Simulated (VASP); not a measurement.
# P (Im-3m) in VASP: notebook

Runs on P. Level: r2SCAN. Tasks: single point, relaxation of cell and atoms.

Program: VASP 6.6.1. These are calculated values, not measurements. Logs are shortened: lines on timing, memory, paths and dates and some standing lists are left out, and cuts for length are marked.

## 1. The cell of the first run

Symmetry: Im-3m, No. 229, cubic system. Conventional cell: a = 3.030 Å, b = 3.030 Å, c = 3.030 Å, α = 90.00°, β = 90.00°, γ = 90.00°. Within 3.5 Å of P (site symmetry m-3m) lie 14 P at 2.62 to 3.03 Å.

## 2. Single point, r2SCAN

Input file POSCAR:

```
P
1.0
   -1.5148925440      1.5148925440      1.5148925440
    1.5148925440     -1.5148925440      1.5148925440
    1.5148925440      1.5148925440     -1.5148925440
P
1
Direct
    0.0000000000      0.0000000000      0.0000000000
```

Input file INCAR.step1:

```
PREC = Accurate
ENCUT = 520
ISMEAR = 0
SIGMA = 0.1
LREAL = F
LASPH = T
NELM = 80
NBANDS = 8
GGA = PE
ALGO = Normal
EDIFF = 1E-4
LWAVE = T
LCHARG = F
```

Input file INCAR.step2:

```
PREC = Accurate
ENCUT = 520
EDIFF = 1E-6
ISMEAR = 0
SIGMA = 0.1
LREAL = F
LASPH = T
NELM = 80
ALGO = Normal
ISIF = 2
LWAVE = F
LCHARG = T
METAGGA = R2SCAN
LMIXTAU = T
LELF = T
LVHAR = T
NBANDS = 8
ISTART = 1
```

Input file KPOINTS:

```
regular mesh
0
Gamma
  6 6 6
```

Potentials or basis: VASP PAW PBE potentials, release 64 (P).

Run with:

```sh
$ cat potpaw_PBE.64/P/POTCAR > POTCAR
$ cp INCAR.step1 INCAR
$ mpirun -np 1 vasp_std > vasp.out
$ cp INCAR.step2 INCAR
$ mpirun -np 1 vasp_std > vasp.out
```

OUTCAR:

```text
PREC = Accurate
   ENCUT = 520
   EDIFF = 1E-6
   ISMEAR = 0
   LREAL = F
   LASPH = T
   NELM = 80
   ISIF = 2
   METAGGA = R2SCAN
   ISTART = 1

 ion  position               nearest neighbor table
   1  0.000  0.000  0.000-

  LATTYP: Found a body centered cubic cell.
 ALAT       =     3.0297850880

  Lattice vectors:

 A1 = (  -1.5148925440,   1.5148925440,   1.5148925440)
 A2 = (   1.5148925440,  -1.5148925440,   1.5148925440)
 A3 = (   1.5148925440,   1.5148925440,  -1.5148925440)

Analysis of symmetry for initial positions (statically):
=====================================================================
 Subroutine PRICEL returns:
 Original cell was already a primitive cell.

 Routine SETGRP: Setting up the symmetry group for a
 body centered cubic supercell.

 Subroutine GETGRP returns: Found 48 space group operations
 (whereof 48 operations were pure point group operations)
 out of a pool of 48 trial point group operations.

The static configuration has the point symmetry O_h .

Analysis of symmetry for dynamics (positions and initial velocities):
=====================================================================
 Subroutine PRICEL returns:
 Original cell was already a primitive cell.

 Routine SETGRP: Setting up the symmetry group for a
 body centered cubic supercell.

 Subroutine GETGRP returns: Found 48 space group operations
 (whereof 48 operations were pure point group operations)
 out of a pool of 48 trial point group operations.

The dynamic configuration has the point symmetry O_h .

 Subroutine INISYM returns: Found 48 space group operations
 (whereof 48 operations are pure point group operations),
 and found     1 'primitive' translations

----------------------------------------------------------------------------------------

                                     Primitive cell

  volume of cell :      13.9061

  direct lattice vectors                    reciprocal lattice vectors
    -1.514892544  1.514892544  1.514892544     0.000000000  0.330056414  0.330056414
     1.514892544 -1.514892544  1.514892544     0.330056414  0.000000000  0.330056414
     1.514892544  1.514892544 -1.514892544     0.330056414  0.330056414  0.000000000

  length of vectors
     2.623870854  2.623870854  2.623870854     0.466770256  0.466770256  0.466770256

  position of ions in fractional coordinates (direct lattice)
     0.000000000  0.000000000  0.000000000

[... 66 lines left out ...]
   EDIFF  = 0.1E-05   stopping-criterion for ELM
   LREAL  =      F    real-space projection
   EDIFFG = 0.1E-04   stopping-criterion for IOM
   NSW    =      0    number of steps for IOM
   IBRION =     -1    ionic relax: 0-MD 1-quasi-New 2-CG
   NFREE  =      0    steps in history (QN), initial steepest desc. (CG)
   ISIF   =      2    stress and relaxation
   ISYM   =      2    0-nonsym 1-usesym 2-fastsym
   POTIM  = 0.5000    time-step for ionic-motion
   TEBEG  =    0.0;   TEEND  =   0.0 temperature during run
   PSTRESS=    0.0 pullay stress
   NELECT =       5.0000    total number of electrons
   NUPDOWN=      -1.0000    fix difference up-down
   EMIN   =  10.00;   EMAX   =-10.00  energy-range for DOS
   EFERMI =   0.00;   METHOD = LEGACY
   ISMEAR =     0;   SIGMA  =   0.10  broadening in eV -4-tet -1-fermi 0-gaus
   EFERMI_NEDOS =   21; number of points for ismear=-14 and -15
   IALGO  =     38    algorithm
   IMIX   =      4    mixing-type and parameters
     AMIX     =   0.40;   BMIX     =  1.00
     AMIX_MAG =   1.60;   BMIX_MAG =  1.00
  volume/ion in A,a.u.               =      13.91        93.84
  Fermi-wavevector in a.u.,A,eV,Ry     =   1.164116  2.199861 18.438161  1.355167
  Thomas-Fermi vector in A             =   2.300658
   LORBIT       =      0    0 simple, 1 ext, 2 COOP (PROOUT), +10 PAW based schemes
   METAGGA = R2SCAN    functional components
   LHFCALC =     F    Hartree Fock is set to
   AEXX    =    0.0000 exact exchange contribution
   IVDW    =     0    specifies the selected vdW correction
   LEPSILON=     F    determine dielectric tensor
   LRPA    =     F    only Hartree local field effects (RPA)
 non-spin polarized calculation
 Gauss-broadening in eV      SIGMA  =   0.10
  energy-cutoff  :      520.00
  volume of cell :       13.91
 maximum number of plane-waves:       384
   NGX =  9   NGY =  9   NGZ =  9

 number of electron       5.0000001 magnetization

 Free energy of the ion-electron system (eV)
  ---------------------------------------------------
  ext. energy  EPLUGINS =         0.00000000
  ---------------------------------------------------
  free energy    TOTEN  =        -7.96401439 eV

  energy without entropy =       -7.95936217  energy(sigma->0) =       -7.96168828

 E-fermi :   9.9844     XC(G=0): -12.3936

 val. band max:        9.8216964489   @ k =  -0.3333   0.3333   0.3333
 cond. band min:      10.0412175082   @ k =   0.1667   0.1667   0.0000
 fundamental gap:      0.2195210593
 Fermi energy:         9.9844407336

 k-point     1 :       0.0000    0.0000    0.0000
  band No.  band energies     occupation
      1      -7.2885      2.00000
      2      18.1543      0.00000
      3      18.1543      0.00000
      4      18.1543      0.00000
      5      22.9935      0.00000
      6      22.9935      0.00000
      7      22.9935      0.00000
      8      27.5002      0.00000
[... 155 lines left out ...]
 k-point    16 :       0.5000    0.5000    0.5000
  band No.  band energies     occupation
      1       6.2507      2.00000
      2       7.4131      2.00000
      3       7.4131      2.00000
      4       7.4131      2.00000
      5      12.9556      0.00000
      6      12.9556      0.00000
      7      35.5690      0.00000
      8      35.5690      0.00000

------------------------ aborting loop because EDIFF is reached ----------------------------------------

  FORCE on cell =-STRESS in cart. coord.  units (eV):
  Direction    XX          YY          ZZ          XY          YZ          ZX
  --------------------------------------------------------------------------------------
  -------------------------------------------------------------------------------------
  Total        0.0055277      0.0055277      0.0055277      0.0000000      0.0000000      0.0000000
  in kB        0.6368699      0.6368699      0.6368699      0.0000000      0.0000000      0.0000000
  external PRESSURE =       0.6368699 kB  Pullay stress =       0.0000000 kB

 VOLUME and BASIS-vectors are now :
 -----------------------------------------------------------------------------
  energy-cutoff  :      520.00
  volume of cell :       13.91
      direct lattice vectors                 reciprocal lattice vectors
    -1.514892544  1.514892544  1.514892544     0.000000000  0.330056414  0.330056414
     1.514892544 -1.514892544  1.514892544     0.330056414  0.000000000  0.330056414
     1.514892544  1.514892544 -1.514892544     0.330056414  0.330056414  0.000000000

 POSITION                                       TOTAL-FORCE (eV/Angst)
 -----------------------------------------------------------------------------------
      0.00000      0.00000      0.00000        -0.000000      0.000000     -0.000000
 -----------------------------------------------------------------------------------
    total drift:                                0.000000      0.000000     -0.000000

  FREE ENERGIE OF THE ION-ELECTRON SYSTEM (eV)
  ---------------------------------------------------
  free  energy   TOTEN  =        -7.9640143925 eV

  energy  without entropy=       -7.9593621705  energy(sigma->0) =       -7.96168828
```

OUTCAR.step1:

```text
PREC = Accurate
   ENCUT = 520
   ISMEAR = 0
   LREAL = F
   LASPH = T
[... 380 lines left out ...]

 POSITION                                       TOTAL-FORCE (eV/Angst)
 -----------------------------------------------------------------------------------
      0.00000      0.00000      0.00000         0.000000      0.000000     -0.000000
 -----------------------------------------------------------------------------------
    total drift:                                0.000000      0.000000     -0.000000

  FREE ENERGIE OF THE ION-ELECTRON SYSTEM (eV)
  ---------------------------------------------------
  free  energy   TOTEN  =        -4.6021783603 eV

  energy  without entropy=       -4.5976681821  energy(sigma->0) =       -4.59992327
```

It took 7 s on 1 thread of Intel Xeon Platinum 8488C (Sapphire Rapids), shared host; peak memory 0.11 GiB.

Results:

| Property | Result |
| --- | --- |
| Free energy | -7.9640 eV |
| Pressure | 0.1 GPa |

Caveat: the k points lie up to 0.49 Å⁻¹ apart; the PAW data sets were made with another functional, which shifts forces and pressure a little.

## 3. Single point, r2SCAN

This run uses another cell than the first one, of 30.27 Å³/atom, 2.177 times its volume.

Input file POSCAR:

```
P
1.0
   -1.9632750920      1.9632750920      1.9632750920
    1.9632750920     -1.9632750920      1.9632750920
    1.9632750920      1.9632750920     -1.9632750920
P
1
Direct
    0.0000000000      0.0000000000      0.0000000000
```

Input file INCAR.step1:

```
SYSTEM = P
PREC     = Accurate       ! precision mode
ENCUT    = 520            ! plane-wave cutoff, eV
ISMEAR   = 0              ! smearing method
SIGMA    = 0.1            ! smearing width, eV
LREAL    = .FALSE.        ! projectors in reciprocal space
LASPH    = .TRUE.         ! aspherical terms in the spheres
NELM     = 60             ! most SCF steps
NBANDS   = 8              ! bands
GGA      = PE             ! functional
ALGO     = Normal         ! electronic algorithm
EDIFF    = 1E-4           ! SCF threshold, eV
LWAVE    = .TRUE.         ! write WAVECAR
LCHARG   = .FALSE.        ! write CHGCAR
```

Input file INCAR.step2:

```
SYSTEM = P
PREC     = Accurate       ! precision mode
ENCUT    = 520            ! plane-wave cutoff, eV
EDIFF    = 1E-7           ! SCF threshold, eV
ISMEAR   = 0              ! smearing method
SIGMA    = 0.1            ! smearing width, eV
LREAL    = .FALSE.        ! projectors in reciprocal space
LASPH    = .TRUE.         ! aspherical terms in the spheres
NELM     = 60             ! most SCF steps
ALGO     = Normal         ! electronic algorithm
ISIF     = 2              ! what is computed and relaxed
LWAVE    = .FALSE.        ! write WAVECAR
LCHARG   = .TRUE.         ! write CHGCAR
METAGGA  = R2SCAN         ! meta-GGA
LMIXTAU  = .TRUE.       
LELF     = .TRUE.         ! ELF
LVHAR    = .TRUE.       
NBANDS   = 8              ! bands
ISTART   = 1
```

Input file KPOINTS:

```
regular mesh
0
G
  6 6 6
  0 0 0
```

Potentials or basis: VASP PAW PBE potentials, release 64 (P).

Run with:

```sh
$ cat potpaw_PBE.64/P/POTCAR > POTCAR
$ cp INCAR.step1 INCAR
$ mpirun -np 1 vasp_std > vasp.out
$ cp INCAR.step2 INCAR
$ mpirun -np 1 vasp_std > vasp.out
```

It took 23 s on 1 thread of Intel Xeon Platinum 8488C (Sapphire Rapids), shared host; peak memory 0.15 GiB.

It converged, with:

| Quantity | Value |
| --- | --- |
| Free energy | -6.5172 eV |
| Pressure | -16.4 GPa |

Levels at points of the mesh, in eV from the Fermi level:
```tsv
k point	band 1	band 2	band 3	band 4	band 5	band 6
(0.00, 0.00, 0.00)	-11.33	2.59	2.59	2.59	9.63	11.02
(0.50, 0.00, 0.00)	-9.19	-3.35	0.85	2.24	7.30	8.41
(0.50, 0.50, 0.50)	-7.78	-1.18	-1.18	-1.18	5.66	5.66
```

Caveat: the k points lie up to 0.38 Å⁻¹ apart; the PAW data sets were made with another functional, which shifts forces and pressure a little.

## 4. Relaxation of cell and atoms, r2SCAN

This run uses another cell than the first one, of 30.27 Å³/atom, 2.177 times its volume.

POSCAR is that of step 3.

Input file INCAR.step1:

```
PREC = Accurate
ENCUT = 600
ISMEAR = 0
SIGMA = 0.1
LREAL = False
LASPH = True
NELM = 80
GGA = PE
ALGO = Normal
EDIFF = 1E-4
LWAVE = True
LCHARG = False
```

Input file INCAR.step2:

```
PREC = Accurate
ENCUT = 600
EDIFF = 1E-6
ISMEAR = 0
SIGMA = 0.1
LREAL = False
LASPH = True
NELM = 80
ALGO = Normal
ISIF = 3
LWAVE = False
LCHARG = False
METAGGA = R2SCAN
LMIXTAU = True
IBRION = 2
NSW = 90
EDIFFG = -0.04
ISTART = 1
```

Input file KPOINTS:

```
regular mesh
0
Gamma
  6 6 6
```

Run with:

```sh
$ cat potpaw_PBE.64/P/POTCAR > POTCAR
$ cp INCAR.step1 INCAR
$ mpirun -np 1 vasp_std > vasp.out
$ cp INCAR.step2 INCAR
$ mpirun -np 1 vasp_std > vasp.out
```

Wall time 1.8 min (1 thread of Intel Xeon Platinum 8488C (Sapphire Rapids), shared host); peak memory 0.16 GiB.

Results (log left out):

```yaml
Free_energy: -7.9651 eV
Relaxed_volume: 13.93 Å³/atom
Relaxed_cell: a = 2.625 Å, b = 2.625 Å, c = 2.625 Å, α = 109.47°, β = 109.47°, γ = 109.47°
Space_group_after_relaxing_to_0.05_Å: Im-3m (No. 229)
Energy_gained_by_relaxing: 1447.7 meV/atom
Ionic_steps: 7
Pressure_after_relaxing: -0.1 GPa
```

The path:
| step | energy change (eV) | largest force (eV/Å) | pressure (GPa) | volume (Å³) |
| --- | --- | --- | --- | --- |
| 1 | 0.0000 | 0.0000 | -16.37 | 30.27 |
| 2 | -1.2121 | 0.0000 | -13.05 | 18.64 |
| 3 | -1.3936 | 0.0000 | -6.26 | 15.69 |
| 4 | -1.1055 | 0.0000 | 42.12 | 10.75 |
| 5 | -1.4325 | 0.0000 | -5.69 | 14.72 |
| 6 | -1.4035 | 0.0000 | 11.41 | 12.63 |
| 7 | -1.4477 | 0.0000 | -0.12 | 13.93 |

Final structure:
```
P
1.0
    -1.51570    1.51570    1.51570
     1.51570   -1.51570    1.51570
     1.51570    1.51570   -1.51570
P
1
Direct
  0.00000 0.00000 0.00000
```

Levels at points of the mesh, in eV from the Fermi level:
```
           k point  band 1  band 2  band 3  band 4  band 5  band 6
(0.00, 0.00, 0.00)  -17.25    8.16    8.16    8.16   13.01   13.01
(0.50, 0.00, 0.00)  -10.23   -8.15    2.94    6.13    8.08    9.33
(0.50, 0.50, 0.50)   -3.74   -2.56   -2.56   -2.56    2.98    2.98
```

Caveat: the k points lie up to 0.49 Å⁻¹ apart in the final cell; the volume moved by over 15 % at a fixed basis, so the end points are rough; the PAW data sets were made with another functional, which shifts forces and pressure a little.

(Continued in part 2 of 2.)
